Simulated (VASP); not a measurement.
Set up this calculation in VASP 6.6.1, as the native input.

```
Task                   : relaxation of cell and atoms
Functional             : revPBE
Dispersion             : D3(BJ)
Potentials or basis    : VASP PAW PBE potentials, release 64 (Mn_pv, O)
Cutoff                 : 600 eV
k mesh                 : 10 × 10 × 10
Occupations            : fermi-dirac, width 0.05 eV
Spin                   : collinear spin, ferromagnetic start
Starting moments       : [4.0, 0.0] μB
Dipole correction      : no
Further INCAR settings : ALGO = Normal; EDIFF = 1e-06; IBRION = 2; EDIFFG = -0.01; NSW = 60; ISIF = 3
```

The structure of MnO lies in POSCAR:

```
MnO
1.0
    0.0000000000      2.2239077028      2.2239077028
    2.2239077028      0.0000000000      2.2239077028
    2.2239077028      2.2239077028      0.0000000000
Mn O
1 1
Direct
    0.0000000000      0.0000000000      0.0000000000
    0.5000000000      0.5000000000      0.5000000000
```

One way to write it, as run:

INCAR

```
SYSTEM = MnO
  PREC = Accurate
  ENCUT = 600
  EDIFF = 1E-6
  ISMEAR = -1
  SIGMA = 0.05
  LREAL = .False.
  LASPH = .True.
  NELM = 150
  ALGO = Normal
  ISIF = 3
  LWAVE = .False.
  LCHARG = .False.
  ISPIN = 2
  MAGMOM = 4 0
  LORBIT = 11
  LMAXMIX = 4
  GGA = RE
  IVDW = 12
  IBRION = 2
  NSW = 60
  EDIFFG = -0.01
```

KPOINTS

```
Automatic mesh
0
Gamma
  10 10 10
  0 0 0
```

Potentials or basis: VASP PAW PBE potentials, release 64 (Mn_pv, O).

Launch:

```bash
$ cat potpaw_PBE.64/Mn_pv/POTCAR potpaw_PBE.64/O/POTCAR > POTCAR
$ mpirun -np 1 vasp_std > vasp.out
```

Results of the run:

The relaxed volume is 11.05 Å³/atom and the relaxed cell is a = 3.150 Å, b = 3.150 Å, c = 3.150 Å, α = 60.00°, β = 60.00°, γ = 60.00°. The space group after relaxing (to 0.05 Å) is Fm-3m (No. 225), the energy gained by relaxing is 36.8 meV/atom and the ionic steps are 18. The pressure after relaxing is 0.0 GPa, the net moment is 4.82 μB per cell and the site moments are Mn +4.38; O +0.20 μB. The valence electrons inside the program's atomic spheres are Mn 11.34; O 4.99 and the dispersion energy per atom is -0.592 eV.

Caveat: the PAW data sets were made with another functional, which shifts forces and pressure a little; a cell with one magnetic atom can't hold antiferromagnetic order, which such compounds often take; pairwise dispersion overbinds metals, which lowers pressure and volume.

Wall time 5.5 min on 1 thread of Intel(R) Xeon(R) 6975P-C (Granite Rapids) (shared host), peak memory 0.22 GiB.
